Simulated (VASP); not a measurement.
Input of a VASP 6.6.1 run:

INCAR

```
PREC = Accurate ; ENCUT = 520
EDIFF = 1E-6 ; ISMEAR = 0
SIGMA = 0.1 ; LREAL = F
LASPH = T ; NELM = 150
ALGO = Normal ; ISIF = 2
LWAVE = F ; LCHARG = T
ISPIN = 2 ; MAGMOM = 0 0 1 0 0 0
LORBIT = 11 ; LMAXMIX = 4
GGA = PE ; LELF = T
LVHAR = T ; NBANDS = 30
```

KPOINTS

```
regular mesh
0
Gamma
  6 6 4
```

File POSCAR:

```
Al2RuN3
1.0
    2.7872739425      0.0000000000      0.0000000000
    0.0000000000      2.7872739425      0.0000000000
    0.0000000000      0.0000000000      9.0696675247
Al Ru N
2 1 3
Direct
    0.0000000000      0.5000000000      0.6119093950
    0.5000000000      0.0000000000      0.3880906050
    0.0000000000      0.0000000000      0.0000000000
    0.5000000000      0.5000000000      0.0000000000
    0.0000000000      0.5000000000      0.3811413246
    0.5000000000      0.0000000000      0.6188586754
```

Potentials or basis: VASP PAW PBE potentials, release 64 (Al, Ru_pv, N).

Run with:

```console
$ cat potpaw_PBE.64/Al/POTCAR potpaw_PBE.64/Ru_pv/POTCAR potpaw_PBE.64/N/POTCAR > POTCAR
$ mpirun -np 1 vasp_std > vasp.out
```

(1) What does it give for the largest force?

(2) What does it give for the pressure?

(3) What does it give for the net moment?

## Answers

(1) 0.009 eV/Å.

(2) 0.0 GPa.

(3) 0.00 μB per cell.

Caveat: the k points lie up to 0.38 Å⁻¹ apart.
